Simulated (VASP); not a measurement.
Set up this calculation in VASP 6.6.1, as the native input.

```yaml
Task: single point
Functional: PBEsol
Potentials_or_basis: VASP PAW PBE potentials, release 64 (B, Bi_d)
Cutoff: 520 eV
k_mesh: 8 × 8 × 8
Occupations: fermi-dirac, width 0.02 eV
Spin: no spin polarisation
Dipole_correction: no
Further_INCAR_settings: ALGO = Normal; EDIFF = 1e-06; NBANDS = 16
```

The structure of BiB lies in POSCAR:

```
BiB
1.0
    0.0000000000      2.7273304835      2.7273304835
    2.7273304835      0.0000000000      2.7273304835
    2.7273304835      2.7273304835      0.0000000000
B Bi
1 1
Direct
    0.0000000000      0.0000000000      0.0000000000
    0.2500000000      0.2500000000      0.2500000000
```

One way to write it, as run:

INCAR

```
SYSTEM = BiB
PREC     = Accurate       ! precision mode
ENCUT    = 520            ! plane-wave cutoff, eV
EDIFF    = 1E-6           ! SCF threshold, eV
ISMEAR   = -1             ! smearing method
SIGMA    = 0.02           ! smearing width, eV
LREAL    = .False.        ! projectors in reciprocal space
LASPH    = .True.         ! aspherical terms in the spheres
NELM     = 60             ! most SCF steps
ALGO     = Normal         ! electronic algorithm
ISIF     = 2              ! what is computed and relaxed
LWAVE    = .False.        ! write WAVECAR
LCHARG   = .False.        ! write CHGCAR
GGA      = PS             ! functional
NBANDS   = 16             ! bands
```

KPOINTS

```
Automatic mesh
0
Gamma
  8 8 8
  0 0 0
```

Potentials or basis: VASP PAW PBE potentials, release 64 (B, Bi_d).

Run with:

```bash
$ cat potpaw_PBE.64/B/POTCAR potpaw_PBE.64/Bi_d/POTCAR > POTCAR
$ mpirun -np 1 vasp_std > vasp.out
```

Results of the run:

| Property | Result |
| --- | --- |
| Pressure | -0.1 GPa |
| Band gap on the k mesh | 0.45 eV |

Caveat: the PAW data sets were made with another functional, which shifts forces and pressure a little; spin-orbit coupling is left out, which moves the levels of the heavy elements.

Run time: 33 s on 1 thread of Intel Xeon 8259CL, with other jobs on the host, peak memory 0.17 GiB.
